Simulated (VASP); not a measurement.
Crystal: SnSe.

```xyz
8
Lattice="11.4200 0.0000 0.0000 0.0000 4.1900 0.0000 0.0000 0.0000 4.4600" Properties=species:S:1:pos:R:3 pbc="T T T"
Sn    1.4047    1.0475    0.4059
Sn    4.3053    3.1425    2.6359
Sn    7.1147    1.0475    1.8241
Sn   10.0153    3.1425    4.0541
Se    4.0769    1.0475    0.0714
Se    1.6331    3.1425    2.3014
Se    9.7869    1.0475    2.1586
Se    7.3431    3.1425    4.3886
```

* Program: VASP 6.6.1
* Task: relaxation of cell and atoms
* Functional: LDA
* Potentials or basis: VASP PAW LDA potentials, release 64 (Sn_d, Se)
* Cutoff: 600 eV
* k mesh: 4 × 8 × 8
* Occupations: gaussian, width 0.03 eV
* Spin: no spin polarisation

At the start: pressure -1.9 GPa; volume 26.68 Å³/atom.

Question: How do energy, volume and symmetry change on relaxing?

Answer: Over 15 steps the energy falls by 14.7 meV/atom and the volume is 25.13 Å³/atom (-5.8 %); space group Pnma (No. 62, to 0.1 Å) before and after.

The path:
| step | energy change (eV) | largest force (eV/Å) | pressure (GPa) | volume (Å³) |
| --- | --- | --- | --- | --- |
| 1 | 0.0000 | 0.1967 | -1.92 | 213.41 |
| 2 | -0.0819 | 0.2722 | 0.49 | 203.65 |
| 3 | -0.0830 | 0.2553 | 0.21 | 204.64 |
| 4 | -0.0962 | 0.1469 | -0.13 | 204.61 |
| 5 | -0.0992 | 0.1023 | -0.36 | 204.58 |
| 6 | -0.1097 | 0.0729 | -0.23 | 203.12 |
| 7 | -0.1159 | 0.0333 | 0.13 | 200.19 |
| 8 | -0.1164 | 0.0361 | 0.06 | 200.82 |
| 9 | -0.1164 | 0.0354 | 0.07 | 200.75 |
| 10 | -0.1168 | 0.0298 | -0.02 | 201.05 |
| 11 | -0.1169 | 0.0238 | -0.15 | 201.49 |
| 12 | -0.1170 | 0.0255 | -0.11 | 201.33 |
| 13 | -0.1173 | 0.0185 | -0.07 | 201.23 |
| 14 | -0.1176 | 0.0129 | 0.03 | 201.00 |
| 15 | -0.1177 | 0.0089 | 0.00 | 201.05 |

Final structure:
```cif
data_structure
_symmetry_space_group_name_H-M 'P 1'
_symmetry_Int_Tables_number 1
_cell_length_a 11.3175
_cell_length_b 4.1278
_cell_length_c 4.3037
_cell_angle_alpha 90.000
_cell_angle_beta 90.000
_cell_angle_gamma 90.000
_cell_volume 201.05
loop_
_atom_site_label
_atom_site_type_symbol
_atom_site_fract_x
_atom_site_fract_y
_atom_site_fract_z
_atom_site_occupancy
Sn1 Sn 0.11771 0.25000 0.08862 1
Sn2 Sn 0.38229 0.75000 0.58862 1
Sn3 Sn 0.61771 0.25000 0.41138 1
Sn4 Sn 0.88229 0.75000 0.91138 1
Se1 Se 0.35810 0.25000 0.02124 1
Se2 Se 0.14190 0.75000 0.52124 1
Se3 Se 0.85810 0.25000 0.47876 1
Se4 Se 0.64190 0.75000 0.97876 1
```
